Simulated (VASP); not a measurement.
# MgI2 (P-3m1) in VASP: a series of runs, part 2 of 2

VASP 6.6.1.

**4. Single point, LDA**

This run uses another cell than the first one, of 34.04 Å³/atom.

INCAR

```
PREC     = Accurate       # precision mode
ENCUT    = 520            # plane-wave cutoff, eV
EDIFF    = 1E-7           # SCF threshold, eV
ISMEAR   = -1             # smearing method
SIGMA    = 0.05           # smearing width, eV
LREAL    = F              # projectors in reciprocal space
LASPH    = T              # aspherical terms in the spheres
NELM     = 60             # most SCF steps
ALGO     = Normal         # electronic algorithm
ISIF     = 2              # what is computed and relaxed
LWAVE    = F              # write WAVECAR
LCHARG   = F              # write CHGCAR
NBANDS   = 15             # bands
```

KPOINTS

```
regular mesh
0
Gamma
  8 8 4
```

POSCAR

```
MgI2
1.0
    4.1400000000      0.0000000000      0.0000000000
   -2.0700000000      3.5853451717      0.0000000000
    0.0000000000      0.0000000000      6.8800000000
I Mg
2 1
Direct
    0.6666666667      0.3333333333      0.7500000000
    0.3333333333      0.6666666667      0.2500000000
    0.0000000000      0.0000000000      0.0000000000
```

Potentials or basis: VASP PAW LDA potentials, release 64 (I, Mg).

Command:

```
> cat potpaw_LDA.64/I/POTCAR potpaw_LDA.64/Mg/POTCAR > POTCAR
> mpirun -np 1 vasp_std > vasp.out
```

OUTCAR:

```text
PREC = Accurate
   ENCUT = 520
   EDIFF = 1E-7
   ISMEAR = -1
   LREAL = F
   LASPH = T
   NELM = 60
   ISIF = 2

 ion  position               nearest neighbor table
   1  0.667  0.333  0.750-   3 2.94   3 2.94   3 2.94
   2  0.333  0.667  0.250-   3 2.94   3 2.94   3 2.94
   3  0.000  0.000  0.000-   1 2.94   2 2.94   1 2.94   2 2.94   1 2.94   2 2.94

  LATTYP: Found a hexagonal cell.
 ALAT       =     4.1400000000
 C/A-ratio  =     1.6618357488

  Lattice vectors:

 A1 = (   4.1400000000,   0.0000000000,   0.0000000000)
 A2 = (  -2.0700000000,   3.5853451717,   0.0000000000)
 A3 = (   0.0000000000,   0.0000000000,   6.8800000000)

Analysis of symmetry for initial positions (statically):
=====================================================================
 Subroutine PRICEL returns:
 Original cell was already a primitive cell.

 Routine SETGRP: Setting up the symmetry group for a
 hexagonal supercell.

 Subroutine GETGRP returns: Found 12 space group operations
 (whereof 12 operations were pure point group operations)
 out of a pool of 24 trial point group operations.

The static configuration has the point symmetry D_3d.

Analysis of symmetry for dynamics (positions and initial velocities):
=====================================================================
 Subroutine PRICEL returns:
 Original cell was already a primitive cell.

 Routine SETGRP: Setting up the symmetry group for a
 hexagonal supercell.

 Subroutine GETGRP returns: Found 12 space group operations
 (whereof 12 operations were pure point group operations)
 out of a pool of 24 trial point group operations.

The dynamic configuration has the point symmetry D_3d.

 Subroutine INISYM returns: Found 12 space group operations
 (whereof 12 operations are pure point group operations),
 and found     1 'primitive' translations

[... 118 lines left out ...]
  Fermi-wavevector in a.u.,A,eV,Ry     =   0.882555  1.667786 10.597613  0.778903
  Thomas-Fermi vector in A             =   2.003202
   LORBIT       =      0    0 simple, 1 ext, 2 COOP (PROOUT), +10 PAW based schemes
   GGA     = CA    functional components
   LHFCALC =     F    Hartree Fock is set to
   AEXX    =    0.0000 exact exchange contribution
   IVDW    =     0    specifies the selected vdW correction
   LEPSILON=     F    determine dielectric tensor
   LRPA    =     F    only Hartree local field effects (RPA)
 non-spin polarized calculation
  energy-cutoff  :      520.00
  volume of cell :      102.12
 maximum number of plane-waves:      2779
 NGX is ok and might be reduce to    32
   NGX = 15   NGY = 15   NGZ = 25

 number of electron      16.0000002 magnetization

 Free energy of the ion-electron system (eV)
  ---------------------------------------------------
  ext. energy  EPLUGINS =         0.00000000
  ---------------------------------------------------
  free energy    TOTEN  =        -9.04686232 eV

  energy without entropy =       -9.04686232  energy(sigma->0) =       -9.04686232

 E-fermi :   3.2376     XC(G=0):  -8.5947

 val. band max:        2.1911786108   @ k =   0.0000   0.0000   0.0000
 cond. band min:       5.5053451033   @ k =   0.5000  -0.0000   0.5000
 fundamental gap:      3.3141664925
 Fermi energy:         3.2375507366

 k-point     1 :       0.0000    0.0000    0.0000
  band No.  band energies     occupation
      1      -9.8967      2.00000
      2      -9.2170      2.00000
      3      -1.4538      2.00000
      4       1.8248      2.00000
      5       1.8248      2.00000
      6       2.1731      2.00000
      7       2.1912      2.00000
      8       2.1912      2.00000
      9       5.5674      0.00000
     10       6.8752      0.00000
     11       8.8781      0.00000
     12       8.8781      0.00000
     13       9.5243      0.00000
     14      10.3787      0.00000
[... 401 lines left out ...]
      2      -8.9956      2.00000
      3      -1.0643      2.00000
      4      -0.5581      2.00000
      5       0.1231      2.00000
      6       0.5688      2.00000
      7       0.9677      2.00000
      8       1.6288      2.00000
      9       6.3271      0.00000
     10       7.8229      0.00000
     11       8.7599      0.00000
     12       9.2316      0.00000
     13       9.7346      0.00000
     14       9.8248      0.00000
     15      10.9739      0.00000

 [... further k-points ...]
[... 5 lines left out ...]
  --------------------------------------------------------------------------------------
  -------------------------------------------------------------------------------------
  Total       -1.2368019     -1.2368019     -1.5776303      0.0000000     -0.0000000      0.0000000
  in kB      -19.4039870    -19.4039870    -24.7511884      0.0000000     -0.0000000      0.0000000
  external PRESSURE =     -21.1863875 kB  Pullay stress =       0.0000000 kB

 VOLUME and BASIS-vectors are now :
 -----------------------------------------------------------------------------
  energy-cutoff  :      520.00
  volume of cell :      102.12
      direct lattice vectors                 reciprocal lattice vectors
     4.140000000  0.000000000  0.000000000     0.241545894  0.139456587  0.000000000
    -2.070000000  3.585345172  0.000000000     0.000000000  0.278913174  0.000000000
     0.000000000  0.000000000  6.880000000     0.000000000  0.000000000  0.145348837

 POSITION                                       TOTAL-FORCE (eV/Angst)
 -----------------------------------------------------------------------------------
      2.07000      1.19512      5.16000        -0.000000      0.000000      0.387645
     -0.00000      2.39023      1.72000         0.000000     -0.000000     -0.387645
      0.00000      0.00000      0.00000        -0.000000      0.000000      0.000000
 -----------------------------------------------------------------------------------
    total drift:                                0.000000     -0.000000      0.000000

  FREE ENERGIE OF THE ION-ELECTRON SYSTEM (eV)
  ---------------------------------------------------
  free  energy   TOTEN  =        -9.0468623192 eV

  energy  without entropy=       -9.0468623191  energy(sigma->0) =       -9.04686232
```

OSZICAR:

```text
N       E                     dE             d eps       ncg     rms          rms(c)
DAV:   1     0.719358610406E+02    0.71936E+02   -0.58173E+03  1050   0.842E+02
DAV:   2    -0.362069813081E+01   -0.75557E+02   -0.69185E+02  1484   0.130E+02
DAV:   3    -0.913701274323E+01   -0.55163E+01   -0.54940E+01  1365   0.401E+01
DAV:   4    -0.923571053011E+01   -0.98698E-01   -0.98689E-01  1459   0.645E+00
DAV:   5    -0.923693396986E+01   -0.12234E-02   -0.12234E-02  1436   0.681E-01    0.405E+00
DAV:   6    -0.908761683153E+01    0.14932E+00   -0.10554E-01  1183   0.168E+00    0.272E+00
DAV:   7    -0.904992772213E+01    0.37689E-01   -0.95019E-02  1218   0.150E+00    0.631E-01
DAV:   8    -0.904697030319E+01    0.29574E-02   -0.79830E-03  1183   0.499E-01    0.256E-01
DAV:   9    -0.904688840422E+01    0.81899E-04   -0.10224E-03  1407   0.171E-01    0.124E-01
DAV:  10    -0.904686366410E+01    0.24740E-04   -0.52690E-05  1302   0.452E-02    0.395E-02
DAV:  11    -0.904686306987E+01    0.59423E-06   -0.49853E-06  1379   0.129E-02    0.322E-02
DAV:  12    -0.904686230754E+01    0.76233E-06   -0.92816E-07  1190   0.638E-03    0.100E-02
DAV:  13    -0.904686231921E+01   -0.11667E-07   -0.56293E-08  1127   0.142E-03
   1 F= -.90468623E+01 E0= -.90468623E+01  d E =-.849716E-10
```

Run time: 42 s. Hardware: 1 thread of AMD EPYC 7R43 (Zen 3), shared host; peak memory 0.18 GiB.

What came out:

```yaml
Free_energy: -9.0469 eV
Pressure: -2.1 GPa
Largest_force: 0.388 eV/Å
Band_gap_on_the_k_mesh: 3.31 eV (least direct gap 3.38 eV)
```

Forces in eV/Å, atoms in the order of the input:
```
I    0.000  0.000  0.388
I    0.000  0.000 -0.388
Mg   0.000  0.000  0.000
```

Caveat: spin-orbit coupling is left out, which moves the levels of the heavy elements. A k mesh can miss the band edges.

**5. Summary**

| level | potentials or basis | cell | gap on the mesh (eV) | pressure (GPa) | largest force (eV/Å) |
| --- | --- | --- | --- | --- | --- |
| PBE | VASP PAW PBE potentials, release 64 (I, Mg) | a = 4.084, b = 4.084, c = 6.787 Å, angles 90.0, 90.0, 120.0°, 3 atoms | 3.51 | 2.0 | 0.07 |
| PBE | VASP PAW PBE potentials, release 64 (I, Mg) | a = 4.112, b = 4.112, c = 6.834 Å, angles 90.0, 90.0, 120.0°, 3 atoms | 3.50 | 1.2 | 0.17 |
| LDA | VASP PAW LDA potentials, release 64 (I, Mg) | a = 4.140, b = 4.140, c = 6.880 Å, angles 90.0, 90.0, 120.0°, 3 atoms | 3.31 | -2.1 | 0.39 |

Alike in all rows: task single point; no spin polarisation; k mesh 8 × 8 × 4; cutoff (eV) 520; smearing fermi-dirac 0.05 eV.

Caveats: spin-orbit coupling is left out, which moves the levels of the heavy elements; this functional lacks dispersion, which binds the layers, so the pressure and a relaxed spacing across them are unreliable (at least some runs).

Total energies depend on the potentials used, so only differences within one code and one set of settings carry meaning.
